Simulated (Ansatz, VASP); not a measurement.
## C in VASP and in Ansatz

```xyz
2
Lattice="0.0000 1.7716 1.8148 1.7716 0.0000 1.8148 1.7716 1.7716 0.0000" Properties=species:S:1:pos:R:3 pbc="T T T"
C     1.7716    1.7716    1.8148
C     2.6573    2.6573    2.7222
```

Alike in both runs: task single point; functional PBE; k mesh 12 × 12 × 12; occupations gaussian, width 0.05 eV; no spin polarisation.

```csv
,VASP,Ansatz
version,VASP 6.6.1,Ansatz 0.2.0
potentials or method,"VASP PAW PBE potentials, release 64 (C), cutoff 520 eV","scalar-relativistic, plane waves, PAW"
valence electrons in the cell,8,8
```

```tsv
	VASP	Ansatz	Ansatz less VASP
gap on the k mesh at the Fermi level (eV)	3.84	3.85	+0.009
least direct gap on the mesh (eV)	5.36	5.36	+0.004
pressure (GPa)	0.6	0.0	-0.62
traceless stress, the component that is largest in VASP (GPa)	-15.25	-15.25	-0.001
```
